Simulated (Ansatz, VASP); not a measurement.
## HfC: VASP beside Ansatz

File INCAR:

```
SYSTEM = HfC
ALGO = Normal
EDIFF = 1E-7
ENCUT = 520
GGA = PE
ISIF = 2
ISMEAR = 0
LASPH = .TRUE.
LCHARG = .TRUE.
LELF = .TRUE.
LREAL = .FALSE.
LVHAR = .TRUE.
LWAVE = .FALSE.
NBANDS = 14
NELM = 60
PREC = Accurate
SIGMA = 0.15
```

Contents of KPOINTS:

```
k-points
0
G
  20 20 20
  0 0 0
```

POSCAR

```
HfC
1.0
    0.0000000000      2.2522956368      2.4775252005
    2.2522956368      0.0000000000      2.4775252005
    2.2522956368      2.2522956368      0.0000000000
Hf C
1 1
Direct
    0.5000000000      0.5000000000      0.5000000000
    0.0000000000      0.0000000000      0.0000000000
```

Input for Ansatz:

```yaml
crystal:
  lattice:
    - [0.0, 2.2522956368, 2.4775252005]
    - [2.2522956368, 0.0, 2.4775252005]
    - [2.2522956368, 2.2522956368, 0.0]
  atoms:
    - { symbol: Hf, position: [0.5, 0.5, 0.5] }
    - { symbol: C, position: [0.0, 0.0, 0.0] }
basis:
  ecutwfc: 420
kpoints:
  mp_grid: { grid: [20, 20, 20] }
hamiltonian:
  xc: pbe
scf:
  occupations: { method: gaussian, width: 0.15 }
output:
  forces: true
  stress: true
  eigenvalues: true
```

Alike in both runs: task single point; functional PBE; k mesh 20 × 20 × 20; occupations gaussian, width 0.15 eV; no spin polarisation.

|  | VASP | Ansatz |
| --- | --- | --- |
| version | VASP 6.6.1 | Ansatz 0.2.0 |
| potentials or method | VASP PAW PBE potentials, release 64 (Hf_pv, C), cutoff 520 eV | scalar-relativistic, plane waves, PAW |
| valence electrons in the cell | 14 | 30 |

```tsv
	VASP	Ansatz	Ansatz less VASP
gap on the k mesh at the Fermi level (eV)	none	none	-
pressure (GPa)	3.8	4.3	+0.52
traceless stress, the component that is largest in VASP (GPa)	-22.83	-22.58	+0.252
```

A gap of «none» marks a metal or a gap that the smearing closes. The functional is the same, so the differences come from potentials, cutoffs and numerics. VASP's potentials hold 14 valence electrons a cell and Ansatz's 30, so a difference there can come from the potentials and not from the codes.

Neither program's run includes spin-orbit coupling.
